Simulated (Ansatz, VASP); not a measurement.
## AlN in VASP and in Ansatz

```xyz
4
Lattice="3.2465 0.0000 0.0000 -1.6232 2.8116 0.0000 0.0000 0.0000 5.2026" Properties=species:S:1:pos:R:3 pbc="T T T"
Al    1.6232    0.9372    2.5997
Al    0.0000    1.8744    5.2010
N     1.6232    0.9372    4.5799
N     0.0000    1.8744    1.9786
```

Change from the starting cell: equal strain along all axes, cell held, atoms relaxed: +4.5 %.

Alike in both runs: functional r2SCAN; k mesh 12 × 12 × 6; occupations gaussian, width 0.02 eV; no spin polarisation.

Ansatz relaxed the structure, and its values are those at the end. VASP's run is a single point on that final structure, the one shown.

|  | VASP | Ansatz |
| --- | --- | --- |
| version | VASP 6.6.1 | Ansatz 0.2.0 |
| potentials or method | VASP PAW PBE potentials, release 64 (Al, N), cutoff 520 eV | scalar-relativistic, plane waves, PAW |
| valence electrons in the cell | 16 | 16 |

```tsv
	VASP	Ansatz	Ansatz less VASP
gap on the k mesh at the Fermi level (eV)	3.76	3.72	-0.033
least direct gap on the mesh (eV)	3.76	3.72	-0.033
pressure (GPa)	-21.9	-21.5	+0.39
```

VASP's potentials were made for PBE, not for r2SCAN. Ansatz's warnings: stress scf threshold loose.
